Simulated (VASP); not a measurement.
The system is LaO4.

```xyz
5
Lattice="4.1159 0.0000 0.0000 -2.0579 3.5644 0.0000 0.0000 0.0000 4.8177" Properties=species:S:1:pos:R:3 pbc="T T T"
La    0.0000    0.0000    2.4088
O     0.0000    2.3763    0.9340
O     0.0000    2.3763    3.8837
O     2.0579    1.1881    3.8837
O     2.0579    1.1881    0.9340
```

```yaml
Program: VASP 6.6.1
Task: relaxation of cell and atoms
Functional: PBE
Potentials_or_basis: VASP PAW PBE potentials, release 64 (La, O)
Cutoff: 600 eV
k_mesh: 6 × 6 × 4
Occupations: gaussian, width 0.1 eV
Spin: no spin polarisation
```

At the start: pressure -14.1 GPa; volume 14.14 Å³/atom.

**Question.** Where does the relaxation end?

**Answer.** Over 11 steps the energy falls by 750.5 meV/atom and the volume is 11.90 Å³/atom (-15.8 %); space group P6/mmm (No. 191, to 0.05 Å).

Step by step:
| step | energy change (eV) | largest force (eV/Å) | pressure (GPa) | volume (Å³) |
| --- | --- | --- | --- | --- |
| 1 | 0.0000 | 1.2017 | -14.13 | 70.68 |
| 2 | -3.6398 | 0.7496 | 2.31 | 57.88 |
| 3 | -3.6792 | 0.1624 | 6.13 | 56.86 |
| 4 | -3.6777 | 0.1070 | 5.00 | 57.14 |
| 5 | -3.7296 | 0.7630 | -0.15 | 60.15 |
| 6 | -3.7440 | 0.4773 | 1.31 | 59.17 |
| 7 | -3.7134 | 0.8489 | -4.18 | 60.76 |
| 8 | -3.7513 | 0.0357 | -0.11 | 59.64 |
| 9 | -3.7513 | 0.0085 | -0.55 | 59.67 |
| 10 | -3.7513 | 0.0229 | -0.52 | 59.65 |
| 11 | -3.7526 | 0.0031 | -0.32 | 59.50 |

Final structure:
```cif
data_structure
_symmetry_space_group_name_H-M 'P 1'
_symmetry_Int_Tables_number 1
_cell_length_a 4.2238
_cell_length_b 4.2238
_cell_length_c 3.8512
_cell_angle_alpha 90.000
_cell_angle_beta 90.000
_cell_angle_gamma 120.000
_cell_volume 59.50
loop_
_atom_site_label
_atom_site_type_symbol
_atom_site_fract_x
_atom_site_fract_y
_atom_site_fract_z
_atom_site_occupancy
La1 La 0.00000 0.00000 0.50000 1
O1 O 0.33333 0.66667 0.18239 1
O2 O 0.33333 0.66667 0.81761 1
O3 O 0.66667 0.33333 0.81761 1
O4 O 0.66667 0.33333 0.18239 1
```

Caveat: the volume moved by over 15 % at a fixed basis, so the end points are rough; an odd number of electrons without spin polarisation forces a metal; a magnetic or distorted state may lie lower.
